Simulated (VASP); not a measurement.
Set up this calculation in VASP 6.6.1, as the native input.

* Task: single point
* Functional: LDA
* Potentials or basis: VASP PAW LDA potentials, release 64 (Mg, O)
* Cutoff: 520 eV
* k mesh: 6 × 6 × 6
* Occupations: gaussian, width 0.05 eV
* Spin: no spin polarisation
* Dipole correction: no
* Further INCAR settings: ALGO = Normal; EDIFF = 1e-07; NBANDS = 26

The structure of MgO lies in POSCAR:

```
MgO
1.0
    4.1607146133      0.0000000000      0.0000000000
    0.0000000000     -4.1607146133      0.0000000000
    0.0000000000      0.0000000000     -4.1607146133
Mg O
4 4
Direct
   -0.0353492667      1.0353492667      1.0499914124
    0.5000000000      0.5000000000      1.0000000000
    0.5000000000      1.0000000000      0.5000000000
    0.0000000000      0.5000000000      0.5000000000
    0.5000000000      0.0000000000      0.0000000000
    0.0000000000      0.5000000000      0.0000000000
    0.0000000000      0.0000000000      0.5000000000
    0.5000000000      0.5000000000      0.5000000000
```

This cell differs from its parent crystal: atom 1 (Mg) moved by -0.208 Å along [1 1 0] and -0.208 Å along [0 0 1].

The input as run:

INCAR

```
SYSTEM = MgO
PREC     = Accurate       ! precision mode
ENCUT    = 520            ! plane-wave cutoff, eV
EDIFF    = 1E-7           ! SCF threshold, eV
ISMEAR   = 0              ! smearing method
SIGMA    = 0.05           ! smearing width, eV
LREAL    = .False.        ! projectors in reciprocal space
LASPH    = .True.         ! aspherical terms in the spheres
NELM     = 60             ! most SCF steps
ALGO     = Normal         ! electronic algorithm
ISIF     = 2              ! what is computed and relaxed
LWAVE    = .False.        ! write WAVECAR
LCHARG   = .False.        ! write CHGCAR
NBANDS   = 26             ! bands
```

KPOINTS

```
Automatic mesh
0
Gamma
  6 6 6
  0 0 0
```

Potentials or basis: VASP PAW LDA potentials, release 64 (Mg, O).

The run is started by

```bash
$ cat potpaw_LDA.64/Mg/POTCAR potpaw_LDA.64/O/POTCAR > POTCAR
$ mpirun -np 1 vasp_std > vasp.out
```

It gave:

```
Pressure               : 1.0 GPa
Largest force          : 3.278 eV/Å
Band gap on the k mesh : 5.00 eV, direct
```

Caveat: the cell differs from its parent crystal (atom 1 (Mg) moved by -0.208 Å along [1 1 0] and -0.208 Å along [0 0 1]); forces of over 1 eV/Å act on the atoms, so gaps and moduli don't describe the material at rest.

It took 3 min on 1 thread of AMD EPYC 7571, on a shared host, peak memory 0.18 GiB.
